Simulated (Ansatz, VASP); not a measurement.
**One calculation of SnTe, two programs**

INCAR

```
  PREC = Accurate
  ENCUT = 500
  EDIFF = 1E-7
  ISMEAR = 0
  SIGMA = 0.01
  LREAL = F
  LASPH = T
  NELM = 120
  ALGO = Normal
  ISIF = 3
  LWAVE = F
  LCHARG = F
  IBRION = 2
  NSW = 100
  EDIFFG = -0.002
  GGA_COMPAT = F
  NELMIN = 4
```

KPOINTS

```
Automatic mesh
0
Gamma
  10 10 10
```

File POSCAR:

```
SnTe
1.0
    0.0000000000      3.1179263808      3.1179263808
    3.1179263808      0.0000000000      3.1179263808
    3.1179263808      3.1179263808      0.0000000000
Sn Te
1 1
Direct
    0.0000000000      0.0000000000      0.0000000000
    0.5000000000      0.5000000000      0.5000000000
```

Input for Ansatz:

```yaml
crystal:
  lattice:
    - [0.0, 3.1179263808, 3.1179263808]
    - [3.1179263808, 0.0, 3.1179263808]
    - [3.1179263808, 3.1179263808, 0.0]
  atoms:
    - { symbol: Sn, position: [0.0, 0.0, 0.0] }
    - { symbol: Te, position: [0.5, 0.5, 0.5] }
basis:
  ecutwfc: 420
kpoints:
  mp_grid: { grid: [10, 10, 10] }
hamiltonian:
  xc: lda
scf:
  occupations: { method: gaussian, width: 0.01 }
output:
  forces: true
  stress: true
  eigenvalues: true
relax:
  adjacent_minimum: "off"
  f_tol: 0.002
  max_steps: 80
  cell: { stress_tol: 0.02 }
```

Alike in both runs: task relaxation of cell and atoms; functional LDA; k mesh 10 × 10 × 10; occupations gaussian, width 0.01 eV; no spin polarisation.

|  | VASP | Ansatz |
| --- | --- | --- |
| version | VASP 6.6.1 | Ansatz 0.2.0 |
| potentials or method | VASP PAW LDA potentials, release 64 (Sn_d, Te), cutoff 500 eV | scalar-relativistic, plane waves, PAW |
| valence electrons in the cell | 20 | 30 |

Ansatz gave:

```
gap on the k mesh at the Fermi level, each at its own relaxed structure (eV) : 0.20
relaxed volume (Å³/atom)                                                     : 30.31
relaxed cell length with the largest relative difference (Å)                 : 4.409
```

**Question.** Which values does VASP return?

**Answer.** gap on the k mesh at the Fermi level, each at its own relaxed structure (eV): 0.21; relaxed volume (Å³/atom): 30.34; relaxed cell length with the largest relative difference (Å): 4.411.

LDA's correlation is that of Perdew and Zunger in VASP and of Perdew and Wang (1992) in Ansatz. VASP's potentials hold 20 valence electrons a cell and Ansatz's 30, so a difference there can come from the potentials and not from the codes.

Neither program's run includes spin-orbit coupling.
